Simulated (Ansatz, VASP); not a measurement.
# One calculation of Cu, two programs

File INCAR:

```
PREC = Accurate ; ENCUT = 600
EDIFF = 1E-7 ; ISMEAR = -1
SIGMA = 0.05 ; LREAL = False
LASPH = True ; NELM = 120
ALGO = Normal ; ISIF = 3
LWAVE = False ; LCHARG = False
GGA = PS ; IVDW = 12
IBRION = 2 ; NSW = 80
EDIFFG = -0.005 ; GGA_COMPAT = False
NELMIN = 4
```

KPOINTS

```
regular mesh
0
Gamma
  13 13 13
```

Contents of POSCAR:

```
Cu
1.0
    0.0000000000      1.8075000000      1.8075000000
    1.8075000000      0.0000000000      1.8075000000
    1.8075000000      1.8075000000      0.0000000000
Cu
1
Direct
    0.0000000000      0.0000000000      0.0000000000
```

File input.yaml:

```yaml
crystal:
  lattice:
    - [0.0, 1.8075, 1.8075]
    - [1.8075, 0.0, 1.8075]
    - [1.8075, 1.8075, 0.0]
  atoms:
    - { symbol: Cu, position: [0.0, 0.0, 0.0] }
kpoints:
  mp_grid: { grid: [13, 13, 13] }
scf:
  occupations: { method: fermi_dirac, width: 0.05 }
hamiltonian:
  xc: pbesol
  dispersion: d3bj
  pseudopotentials: { kind: all_electron, lapw: { basis_error: 0.001 } }
output:
  forces: true
  stress: true
relax:
  f_tol: 0.005
  max_steps: 60
  cell: {}
```

Alike in both runs: task relaxation of cell and atoms; functional PBEsol; dispersion D3(BJ); k mesh 13 × 13 × 13; occupations fermi-dirac, width 0.05 eV; no spin polarisation.

|  | VASP | Ansatz |
| --- | --- | --- |
| version | VASP 6.6.1 | Ansatz 0.2.0 |
| potentials or method | VASP PAW PBE potentials, release 64 (Cu), cutoff 600 eV | all-electron LAPW, scalar-relativistic |

```tsv
	VASP	Ansatz	Ansatz less VASP
relaxed volume (Å³/atom)	10.85	10.81	-0.045
relaxed cell length with the largest relative difference (Å)	2.485	2.482	-0.0035
```

VASP's potentials were made for PBE, not for PBEsol. Ansatz ran all-electron here, and VASP with PAW potentials.
